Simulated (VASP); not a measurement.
Here is a VASP 6.6.1 calculation.

INCAR

```
SYSTEM = Sn3TeO2
PREC = Accurate ; ENCUT = 600
EDIFF = 1E-7 ; ISMEAR = 0
SIGMA = 0.1 ; LREAL = .False.
LASPH = .True. ; NELM = 80
ALGO = Normal ; ISIF = 3
LWAVE = .False. ; LCHARG = .False.
GGA = PE ; IBRION = 2
NSW = 100 ; EDIFFG = -0.01
```

Contents of KPOINTS:

```
Automatic mesh
0
Gamma
  6 6 12
  0 0 0
```

File POSCAR:

```
Sn3TeO2
1.0
    7.5048914779      0.0000000000      0.0000000000
   -3.7524457389      6.4994266725      0.0000000000
    0.0000000000      0.0000000000      3.0219446086
Sn Te O
3 1 2
Direct
    0.5000000000      0.0000000000      0.0000000000
    0.0000000000      0.5000000000      0.0000000000
    0.5000000000      0.5000000000      0.0000000000
    0.0000000000      0.0000000000      0.5000000000
    0.3333333333      0.6666666667      0.0000000000
    0.6666666667      0.3333333333      0.0000000000
```

Potentials or basis: VASP PAW PBE potentials, release 64 (Sn_d, Te, O).

Launch:

```bash
$ cat potpaw_PBE.64/Sn_d/POTCAR potpaw_PBE.64/Te/POTCAR potpaw_PBE.64/O/POTCAR > POTCAR
$ mpirun -np 1 vasp_std > vasp.out
```

Task: What does it give for the space group after relaxing (to 0.1 Å)?

Result: P6/mmm (No. 191).

Task: Predict the relaxed volume.

Result: 24.76 Å³/atom.

Task: Estimate the band gap on the k mesh.

Result: Zero (bands 30 and 31 overlap by 2.02 eV).

Final structure:
```
CELL_PARAMETERS angstrom
7.47251 0.00000 0.00000
-3.73626 6.47138 0.00000
0.00000 0.00000 3.07228
ATOMIC_POSITIONS crystal
Sn 0.50000 0.00000 0.00000
Sn 0.00000 0.50000 0.00000
Sn 0.50000 0.50000 0.00000
Te 0.00000 0.00000 0.50000
O 0.33333 0.66667 0.00000
O 0.66667 0.33333 0.00000
```

Caveat: spin-orbit coupling is left out, which moves the levels of the heavy elements.
